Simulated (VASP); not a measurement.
Crystal: ReB.

```
Re B
1.0
     2.85573    0.00000    0.00000
     0.00000    2.85573    0.00000
     0.00000    0.00000    5.73485
Re B
2 2
Cartesian
  1.4279 1.4279 1.5355
  1.4279 1.4279 4.1994
  0.0000 1.4279 2.8674
  1.4279 0.0000 2.8674
```

* Program: VASP 6.6.1
* Task: relaxation of cell and atoms
* Functional: PBE
* Potentials or basis: VASP PAW PBE potentials, release 64 (Re, B)
* Cutoff: 600 eV
* k mesh: 6 × 6 × 4
* Occupations: gaussian, width 0.1 eV
* Spin: no spin polarisation

At the start: pressure 65.9 GPa; volume 11.69 Å³/atom.

Where does the relaxation end?

Over 28 steps the energy falls by 835.0 meV/atom and the volume is 11.75 Å³/atom (+0.5 %); space group P4/mmm (No. 123, to 0.05 Å).

The path:
| step | energy change (eV) | largest force (eV/Å) | pressure (GPa) | volume (Å³) |
| --- | --- | --- | --- | --- |
| 1 | 0.0000 | 10.9342 | 65.89 | 46.77 |
| 2 | 6.9190 | 0.8310 | -40.44 | 87.33 |
| 3 | 1.7520 | 1.8265 | -46.78 | 70.28 |
| 4 | -1.5319 | 0.9194 | -37.21 | 60.13 |
| 5 | -2.7187 | 1.3390 | -11.56 | 53.18 |
| 6 | -2.7309 | 1.8939 | -6.59 | 52.34 |
| 7 | -2.7318 | 1.7937 | -7.47 | 52.48 |
| 8 | -3.1658 | 1.5373 | 0.53 | 49.44 |
| 9 | -3.2085 | 0.7392 | 6.17 | 48.25 |
| 10 | -3.0907 | 2.2979 | -5.88 | 49.81 |
| 11 | -3.2330 | 0.1423 | 2.01 | 48.69 |
| 12 | -3.2477 | 0.2017 | -3.50 | 49.43 |
| 13 | -3.2479 | 0.1635 | -2.92 | 49.35 |
| 14 | -3.2623 | 0.4064 | -3.61 | 49.21 |
| 15 | -3.2657 | 1.0606 | -4.74 | 48.74 |
| 16 | -3.2708 | 0.8211 | -4.38 | 48.92 |
| 17 | -3.2846 | 0.8948 | -3.51 | 48.55 |
| 18 | -3.3128 | 0.9175 | -0.30 | 47.42 |
| 19 | -3.2724 | 0.6417 | 8.61 | 45.17 |
| 20 | -3.3163 | 0.8571 | 1.35 | 46.90 |
| 21 | -3.3302 | 0.4824 | 0.42 | 46.90 |
| 22 | -3.3357 | 0.0346 | -0.51 | 46.90 |
| 23 | -3.3379 | 0.0103 | 0.17 | 46.83 |
| 24 | -3.3388 | 0.0239 | 0.91 | 46.75 |
| 25 | -3.3388 | 0.0297 | 1.01 | 46.74 |
| 26 | -3.3397 | 0.0592 | 0.39 | 46.88 |
| 27 | -3.3398 | 0.0812 | -0.03 | 46.98 |
| 28 | -3.3400 | 0.0262 | -0.02 | 47.00 |

Final structure:
```
CELL_PARAMETERS angstrom
2.81659 0.00000 0.00000
0.00000 2.81659 0.00000
0.00000 0.00000 5.92452
ATOMIC_POSITIONS crystal
Re 0.50000 0.50000 0.21091
Re 0.50000 0.50000 0.78909
B 0.00000 0.50000 0.50000
B 0.50000 0.00000 0.50000
```

Caveat: the k points lie up to 0.37 Å⁻¹ apart in the final cell.
